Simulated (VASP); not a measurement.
# GaRe4 (Im-3m) in VASP: notebook, part 2 of 2

VASP 6.6.1. Earlier steps stand in the parts before.

### Step 3. Relaxation of cell and atoms, PBE

This run uses another cell than the first one, of 16.84 Å³/atom.

Contents of INCAR:

```
PREC = Accurate ; ENCUT = 600
EDIFF = 1E-6 ; ISMEAR = 0
SIGMA = 0.1 ; LREAL = False
LASPH = True ; NELM = 60
ALGO = Normal ; ISIF = 3
LWAVE = False ; LCHARG = False
GGA = PE ; IBRION = 2
NSW = 90 ; EDIFFG = -0.04
```

Contents of KPOINTS:

```
regular mesh
0
Gamma
  4 4 4
```

Contents of POSCAR:

```
GaRe4
1.0
   -2.7612073900      2.7612073900      2.7612073900
    2.7612073900     -2.7612073900      2.7612073900
    2.7612073900      2.7612073900     -2.7612073900
Ga Re
1 4
Direct
    0.0000000000      0.0000000000      0.0000000000
    0.0000000000      0.0000000000      0.5000000000
    0.0000000000      0.5000000000      0.0000000000
    0.5000000000      0.0000000000      0.0000000000
    0.5000000000      0.5000000000      0.5000000000
```

Potentials or basis: VASP PAW PBE potentials, release 64 (Ga_d, Re).

On the command line:

```console
> cat potpaw_PBE.64/Ga_d/POTCAR potpaw_PBE.64/Re/POTCAR > POTCAR
> mpirun -np 1 vasp_std > vasp.out
```

OUTCAR:

```text
PREC = Accurate
   ENCUT = 600
   EDIFF = 1E-6
   ISMEAR = 0
   LREAL = False
   LASPH = True
   NELM = 60
   ISIF = 3
   GGA = PE
   IBRION = 2
   NSW = 90
   EDIFFG = -0.04

 ion  position               nearest neighbor table
   1  0.000  0.000  0.000-   2 2.39   3 2.39   4 2.39   5 2.39   2 2.39   3 2.39   4 2.39   5 2.39

   2  0.000  0.000  0.500-   1 2.39   1 2.39   4 2.76   5 2.76   3 2.76   3 2.76   4 2.76   5 2.76

   3  0.000  0.500  0.000-   1 2.39   1 2.39   4 2.76   5 2.76   2 2.76   2 2.76   5 2.76   4 2.76

   4  0.500  0.000  0.000-   1 2.39   1 2.39   3 2.76   5 2.76   5 2.76   2 2.76   2 2.76   3 2.76

   5  0.500  0.500  0.500-   1 2.39   1 2.39   3 2.76   4 2.76   4 2.76   3 2.76   2 2.76   2 2.76

  LATTYP: Found a body centered cubic cell.
 ALAT       =     5.5224147800

  Lattice vectors:

 A1 = (  -2.7612073900,   2.7612073900,   2.7612073900)
 A2 = (   2.7612073900,  -2.7612073900,   2.7612073900)
 A3 = (   2.7612073900,   2.7612073900,  -2.7612073900)

Analysis of symmetry for initial positions (statically):
=====================================================================
 Subroutine PRICEL returns:
 Original cell was already a primitive cell.

 Routine SETGRP: Setting up the symmetry group for a
 body centered cubic supercell.

 Subroutine GETGRP returns: Found 48 space group operations
 (whereof 48 operations were pure point group operations)
 out of a pool of 48 trial point group operations.

The static configuration has the point symmetry O_h .

Analysis of symmetry for dynamics (positions and initial velocities):
=====================================================================
 Subroutine PRICEL returns:
 Original cell was already a primitive cell.

 Routine SETGRP: Setting up the symmetry group for a
 body centered cubic supercell.

 Subroutine GETGRP returns: Found 48 space group operations
 (whereof 48 operations were pure point group operations)
 out of a pool of 48 trial point group operations.
[... 97 lines left out ...]
   ISYM   =      2    0-nonsym 1-usesym 2-fastsym
   POTIM  = 0.5000    time-step for ionic-motion
   TEBEG  =    0.0;   TEEND  =   0.0 temperature during run
   PSTRESS=    0.0 pullay stress
   NELECT =      41.0000    total number of electrons
   NUPDOWN=      -1.0000    fix difference up-down
   EMIN   =  10.00;   EMAX   =-10.00  energy-range for DOS
   EFERMI =   0.00;   METHOD = LEGACY
   ISMEAR =     0;   SIGMA  =   0.10  broadening in eV -4-tet -1-fermi 0-gaus
   EFERMI_NEDOS =   21; number of points for ismear=-14 and -15
   IALGO  =     38    algorithm
   IMIX   =      4    mixing-type and parameters
     AMIX     =   0.40;   BMIX     =  1.00
     AMIX_MAG =   1.60;   BMIX_MAG =  1.00
  volume/ion in A,a.u.               =      16.84       113.65
  Fermi-wavevector in a.u.,A,eV,Ry     =   1.287905  2.433787 22.567967  1.658699
  Thomas-Fermi vector in A             =   2.419891
   LORBIT       =      0    0 simple, 1 ext, 2 COOP (PROOUT), +10 PAW based schemes
   GGA     = PE    functional components
   LHFCALC =     F    Hartree Fock is set to
   AEXX    =    0.0000 exact exchange contribution
   IVDW    =     0    specifies the selected vdW correction
   LEPSILON=     F    determine dielectric tensor
   LRPA    =     F    only Hartree local field effects (RPA)
 conjugate gradient relaxation of ions
 non-spin polarized calculation
 Gauss-broadening in eV      SIGMA  =   0.10
  energy-cutoff  :      600.00
  volume of cell :       84.21
 maximum number of plane-waves:      2834
 NGX is ok and might be reduce to    40
   NGX = 19   NGY = 19   NGZ = 19

--------------------------------------- Ionic step        1  -------------------------------------------

 number of electron      41.0000009 magnetization

 Free energy of the ion-electron system (eV)
  ---------------------------------------------------
  ext. energy  EPLUGINS =         0.00000000
  ---------------------------------------------------
  free energy    TOTEN  =       -44.10713590 eV

  energy without entropy =      -44.06519614  energy(sigma->0) =      -44.08616602

------------------------ aborting loop EDIFF was not reached (unconverged)  ----------------------------

  FORCE on cell =-STRESS in cart. coord.  units (eV):
  Direction    XX          YY          ZZ          XY          YZ          ZX
  --------------------------------------------------------------------------------------
  -------------------------------------------------------------------------------------
  Total        5.7439812      5.7439812      5.7439812     -0.0000000     -0.0000000     -0.0000000
  in kB      109.2865013    109.2865013    109.2865013     -0.0000000     -0.0000000     -0.0000000
  external PRESSURE =     109.2865013 kB  Pullay stress =       0.0000000 kB
[... 104 lines left out ...]
--------------------------------------- Ionic step        4  -------------------------------------------

 number of electron      40.9999991 magnetization

 Free energy of the ion-electron system (eV)
  ---------------------------------------------------
  ext. energy  EPLUGINS =         0.00000000
  ---------------------------------------------------
  free energy    TOTEN  =       -44.23224068 eV

  energy without entropy =      -44.18946872  energy(sigma->0) =      -44.21085470

 E-fermi :   5.9948     XC(G=0): -12.2991

 val. band max:        5.9733421080   @ k =   0.2500   0.0000   0.0000
 cond. band min:       6.0243971449   @ k =   0.2500   0.2500   0.0000
 fundamental gap:      0.0510550369
 Fermi energy:         5.9948134757

 k-point     1 :       0.0000    0.0000    0.0000
  band No.  band energies     occupation
      1      -8.9289      2.00000
      2      -8.9289      2.00000
      3      -8.9289      2.00000
      4      -8.7480      2.00000
      5      -8.7480      2.00000
      6      -4.8734      2.00000
[... 237 lines left out ...]
  FREE ENERGIE OF THE ION-ELECTRON SYSTEM (eV)
  ---------------------------------------------------
  free  energy   TOTEN  =       -44.2322406840 eV

  energy  without entropy=      -44.1894687203  energy(sigma->0) =      -44.21085470

 reached required accuracy - stopping structural energy minimisation
```

OSZICAR:

```text
N       E                     dE             d eps       ncg     rms          rms(c)
DAV:   1     0.562434386512E+03    0.56243E+03   -0.17870E+04   560   0.258E+03
DAV:   2     0.356360723580E+02   -0.52680E+03   -0.51987E+03   680   0.142E+03
DAV:   3    -0.322485910524E+02   -0.67885E+02   -0.65895E+02   704   0.543E+02
[... 96 lines left out ...]
DAV:   2    -0.442324154839E+02    0.47787E-03   -0.23850E-03   656   0.112E+00    0.142E-01
DAV:   3    -0.442322511441E+02    0.16434E-03   -0.38632E-04   712   0.498E-01    0.605E-02
DAV:   4    -0.442322474835E+02    0.36606E-05   -0.29696E-05   624   0.700E-02    0.326E-02
DAV:   5    -0.442322404743E+02    0.70092E-05   -0.13540E-05   520   0.696E-02    0.863E-03
DAV:   6    -0.442322406840E+02   -0.20971E-06   -0.44104E-06   344   0.302E-02
   4 F= -.44232241E+02 E0= -.44210855E+02  d E =-.125105E+00
```

CONTCAR:

```text
GaRe4
   1.00000000000000
    -2.8028739414663293    2.8028739414663293    2.8028739414663293
     2.8028739414663293   -2.8028739414663293    2.8028739414663293
     2.8028739414663293    2.8028739414663293   -2.8028739414663293
  Ga              Re
     1     4
Direct
     0.0000000000000000    0.0000000000000000    0.0000000000000000
     0.0000000000000000    0.0000000000000000    0.5000000000000000
     0.0000000000000000    0.5000000000000000    0.0000000000000000
     0.5000000000000000    0.0000000000000000    0.0000000000000000
     0.5000000000000000    0.5000000000000000    0.5000000000000000

  0.00000000E+00  0.00000000E+00  0.00000000E+00
  0.00000000E+00  0.00000000E+00  0.00000000E+00
  0.00000000E+00  0.00000000E+00  0.00000000E+00
  0.00000000E+00  0.00000000E+00  0.00000000E+00
  0.00000000E+00  0.00000000E+00  0.00000000E+00
```

Wall time 1.7 min (1 thread of Intel Xeon 6975P-C (Granite Rapids), shared host); peak memory 0.25 GiB.

Results:

| Property | Result |
| --- | --- |
| Free energy | -44.2322 eV |
| Relaxed volume | 17.62 Å³/atom |
| Relaxed cell | a = 4.855 Å, b = 4.855 Å, c = 4.855 Å, α = 109.47°, β = 109.47°, γ = 109.47° |
| Space group after relaxing (to 0.1 Å) | Im-3m (No. 229) |
| Energy gained by relaxing | 25.0 meV/atom |
| Ionic steps | 4 |
| Pressure after relaxing | 0.0 GPa |

Step by step:
| step | energy change (eV) | largest force (eV/Å) | pressure (GPa) | volume (Å³) |
| --- | --- | --- | --- | --- |
| 1 | 0.0000 | 0.0000 | 10.93 | 84.21 |
| 2 | 0.6162 | 0.0000 | -19.42 | 99.00 |
| 3 | -0.1248 | 0.0000 | -0.45 | 88.25 |
| 4 | -0.1251 | 0.0000 | 0.00 | 88.08 |

Final structure:
```
Ga Re
1.0
    -2.80287    2.80287    2.80287
     2.80287   -2.80287    2.80287
     2.80287    2.80287   -2.80287
Ga Re
1 4
Direct
  0.00000 0.00000 0.00000
  0.00000 0.00000 0.50000
  0.00000 0.50000 0.00000
  0.50000 0.00000 0.00000
  0.50000 0.50000 0.50000
```

Caveat: the k points lie up to 0.40 Å⁻¹ apart in the final cell; the highest band is partly filled, so the run has too few bands; spin-orbit coupling is left out, which moves the levels of the heavy elements.
